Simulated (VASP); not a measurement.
Input of a VASP 6.6.1 run:

The input INCAR:

```
SYSTEM = HfN
ALGO = Normal ; EDIFF = 1E-7
ENCUT = 520 ; GGA = PS
ISIF = 2 ; ISMEAR = 0
LASPH = .True. ; LCHARG = .False.
LREAL = .False. ; LWAVE = .False.
NBANDS = 23 ; NELM = 100
PREC = Accurate ; SIGMA = 0.15
```

KPOINTS

```
k-points
0
Gamma
  14 14 10
  0 0 0
```

Contents of POSCAR:

```
HfN
1.0
    0.0000000000     -2.2508000098     -2.2508000098
    0.0000000000      2.2508000098     -2.2508000098
    4.5016000196      0.0000000000      0.0000000000
Hf N
2 2
Direct
    0.5094855162      0.4905144838      0.5000000000
   -0.0094855162      0.0094855162      0.0000000000
    0.4948229351      0.5051770649      0.0000000000
    0.0051770649     -0.0051770649      0.5000000000
```

Potentials or basis: VASP PAW PBE potentials, release 64 (Hf_pv, N).

Run with:

```console
$ cat potpaw_PBE.64/Hf_pv/POTCAR potpaw_PBE.64/N/POTCAR > POTCAR
$ mpirun -np 1 vasp_std > vasp.out
```

What does it give for the largest force?

0.608 eV/Å.

Predict the pressure.

-2.0 GPa.

What does it give for the band gap on the k mesh?

Zero (band 15 reaches 11.63 eV, above the bottom of band 16 at 4.74 eV).

Forces on the atoms (eV/Å):
```
Hf   0.000  0.608  0.000
Hf   0.000 -0.608  0.000
N    0.000 -0.032  0.000
N    0.000  0.032  0.000
```

Caveat: the cell differs from its parent crystal (mode 4 frozen in at -0.043 Å and mode 11 at +0.000 Å (largest displacements)); the PAW data sets were made with another functional, which shifts forces and pressure a little; spin-orbit coupling is left out, which moves the levels of the heavy elements.
